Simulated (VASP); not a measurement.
## NiO: single point with PBE+U

The system is NiO.

```
CELL_PARAMETERS angstrom
0.00000 2.32473 2.32473
4.64947 2.32473 2.32473
4.64947 4.64947 0.00000
ATOMIC_POSITIONS crystal
Ni 0.00000 0.00000 0.00000
Ni 0.00000 0.00000 0.50000
O 0.25000 0.25000 0.00000
O 0.25000 0.25000 0.50000
```

| Quantity | Value |
| --- | --- |
| Program | VASP 6.6.1 |
| Task | single point |
| Functional | PBE |
| Potentials or basis | VASP PAW PBE potentials, release 64 (Ni, O) |
| Cutoff | 520 eV |
| k mesh | 10 × 10 × 5 |
| Occupations | gaussian, width 0.05 eV |
| Spin | collinear spin, antiferromagnetic start |
| Starting moments | [2.0, -2.0, 0.0, 0.0] μB |
| Hubbard terms | Ni d U = 6.2 eV |

```
Pressure                                              : -12.1 GPa
Band gap on the k mesh                                : zero (filled and empty bands overlap)
Net moment                                            : 0.00 μB per cell
Site moments                                          : Ni +1.61, -1.61; O +0.00 μB
Valence electrons inside the program's atomic spheres : Ni 9.02; O 4.94
```

Stress tensor (GPa, compression positive):
```
-14.39   0.00   0.00
  0.00 -10.90   0.00
  0.00   0.00 -10.90
```

Levels at points of the mesh, in eV from the Fermi level:
Spin up:
```csv
k point,band 12,band 13,band 14,band 15,band 16,band 17,band 18,band 19,band 20,band 21
"(0.00, 0.00, 0.00)",-2.36,-2.13,-1.92,-1.92,0.87,0.92,0.92,2.62,6.17,9.69
"(0.50, 0.00, 0.00)",-3.35,-2.31,-1.80,-1.24,-0.16,0.59,3.00,5.85,6.09,7.43
"(0.50, 0.50, 0.00)",-3.20,-2.82,-2.81,-2.48,-0.76,-0.76,2.94,5.54,5.54,9.43
```
Spin down:
```csv
k point,band 14,band 15,band 16,band 17,band 18,band 19
"(0.00, 0.00, 0.00)",-1.92,-1.92,0.87,0.92,0.92,2.62
"(0.50, 0.00, 0.00)",-1.80,-1.24,-0.16,0.59,3.00,5.85
"(0.50, 0.50, 0.00)",-2.81,-2.48,-0.76,-0.76,2.94,5.54
```

Eigenvalues of the final occupation matrices:
```csv
site,spin,trace,eigenvalues
site 1 d,1,4.95,0.98 0.98 1.00 1.00 1.00
site 1 d,2,3.37,0.10 0.66 0.66 0.97 0.98
site 2 d,1,3.37,0.10 0.66 0.66 0.97 0.98
site 2 d,2,4.95,0.98 0.98 1.00 1.00 1.00
```

Wall time 10 min on 1 thread of AMD EPYC 7R43 64-Core Processor (Zen 3), with other jobs on the host, peak memory 0.3 GiB.

Caveat: the k points lie up to 0.38 Å⁻¹ apart. The state reached can hang on the start; a lower one may exist.
